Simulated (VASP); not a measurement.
Wanted: the native input for a VASP 6.6.1 run.

```
Task                   : electric field gradients
Functional             : r2SCAN
Potentials or basis    : VASP PAW PBE potentials, release 64 (Cs_sv, H)
Cutoff                 : 520 eV
k mesh                 : 7 × 7 × 7
Occupations            : fermi-dirac, width 0.02 eV
Spin                   : no spin polarisation
Dipole correction      : no
Further INCAR settings : ALGO = Normal; EDIFF = 1e-08; NBANDS = 12
```

CsH:

```
Cs H
1.0
     0.00000    3.19125    3.19125
     3.19125    0.00000    3.19125
     3.19125    3.19125    0.00000
Cs H
1 1
Direct
  0.00000 0.00000 0.00000
  0.50000 0.50000 0.50000
```

One way to write it, as run:

POSCAR

```
CsH
1.0
    0.0000000000      3.1912544200      3.1912544200
    3.1912544200      0.0000000000      3.1912544200
    3.1912544200      3.1912544200      0.0000000000
Cs H
1 1
Direct
    0.0000000000      0.0000000000      0.0000000000
    0.5000000000      0.5000000000      0.5000000000
```

INCAR.step1

```
SYSTEM = CsH
PREC = Accurate
ENCUT = 520
ISMEAR = -1
SIGMA = 0.02
LREAL = .False.
LASPH = .True.
NELM = 100
NBANDS = 12
GGA = PE
ALGO = Normal
EDIFF = 1E-4
LWAVE = .True.
LCHARG = .False.
```

INCAR.step2

```
SYSTEM = CsH
PREC = Accurate
ENCUT = 520
EDIFF = 1E-8
ISMEAR = -1
SIGMA = 0.02
LREAL = .False.
LASPH = .True.
NELM = 100
ALGO = Normal
ISIF = 2
LWAVE = .False.
LCHARG = .False.
METAGGA = R2SCAN
LMIXTAU = .True.
LEFG = .True.
NBANDS = 12
ISTART = 1
```

KPOINTS

```
regular mesh
0
Gamma
  7 7 7
  0 0 0
```

Potentials or basis: VASP PAW PBE potentials, release 64 (Cs_sv, H).

Launch:

```console
$ cat potpaw_PBE.64/Cs_sv/POTCAR potpaw_PBE.64/H/POTCAR > POTCAR
$ cp INCAR.step1 INCAR
$ mpirun -np 1 vasp_std > vasp.out
$ cp INCAR.step2 INCAR
$ mpirun -np 1 vasp_std > vasp.out
```

It gave:

- Pressure: 0.0 GPa
- Band gap on the k mesh: 2.90 eV, direct

Caveat: without QUAD_EFG the Cq values of the log hold for a quadrupole moment of 1 mb, not for the nuclei; the PAW data sets were made with another functional, which shifts forces and pressure a little; spin-orbit coupling is left out, which moves the levels of the heavy elements.

Run time: 2 min on 1 thread of Intel Xeon 8259CL, on a shared host, peak memory 0.22 GiB.
